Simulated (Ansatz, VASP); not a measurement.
One calculation of MnO, two programs

INCAR

```
PREC = Accurate
ENCUT = 600
EDIFF = 1E-6
ISMEAR = -1
SIGMA = 0.05
LREAL = F
LASPH = T
NELM = 200
ALGO = Normal
ISIF = 2
LWAVE = F
LCHARG = T
ISPIN = 2
MAGMOM = 4 0
LORBIT = 11
LMAXMIX = 4
GGA = RP
IVDW = 13
LELF = T
LVHAR = T
NBANDS = 22
GGA_COMPAT = F
```

Contents of KPOINTS:

```
Automatic mesh
0
Gamma
  10 10 10
```

File POSCAR:

```
MnO
1.0
    0.0000000000      2.1938512115      2.1938512115
    2.1938512115      0.0000000000      2.1938512115
    2.1938512115      2.1938512115      0.0000000000
Mn O
1 1
Direct
    0.0000000000      0.0000000000      0.0000000000
    0.5000000000      0.5000000000      0.5000000000
```

Contents of input.yaml:

```yaml
crystal:
  lattice:
    - [0.0, 2.1938512115, 2.1938512115]
    - [2.1938512115, 0.0, 2.1938512115]
    - [2.1938512115, 2.1938512115, 0.0]
  atoms:
    - { symbol: Mn, position: [0.0, 0.0, 0.0], spin: 4.0 }
    - { symbol: O, position: [0.5, 0.5, 0.5] }
hamiltonian:
  xc: rpbe
  pseudopotentials: { kind: paw }
  dispersion: d4
magnetization:
  spin_polarized: true
kpoints:
  mp_grid: { grid: [10, 10, 10] }
scf:
  occupations: { method: fermi_dirac, width: 0.05 }
output:
  forces: true
  stress: true
  eigenvalues: true
```

Alike in both runs: task single point; functional RPBE; dispersion D4; k mesh 10 × 10 × 10; occupations fermi-dirac, width 0.05 eV; collinear spin.

```csv
,VASP,Ansatz
version,VASP 6.6.1,Ansatz 0.2.0
potentials or method,"VASP PAW PBE potentials, release 64 (Mn_sv, O)",Ansatz PAW
plane-wave cutoff (eV),600,420
valence electrons in the cell,21,21
```

Ansatz gave:

```
gap on the k mesh at the Fermi level (eV)                     : none
pressure (GPa)                                                : 4.2
net moment per atom (μB)                                      : 2.38
size of the moment on the site where the two differ most (μB) : 4.02
```

Q: Which values does VASP return?

A: gap on the k mesh at the Fermi level (eV): none; pressure (GPa): 2.3; net moment per atom (μB): 2.38; size of the moment on the site where the two differ most (μB): 4.15.

VASP's potentials were made for PBE, not for RPBE. Site moments also hang on the region over which each program counts them. A gap of «none» marks a metal or a gap that the smearing closes.
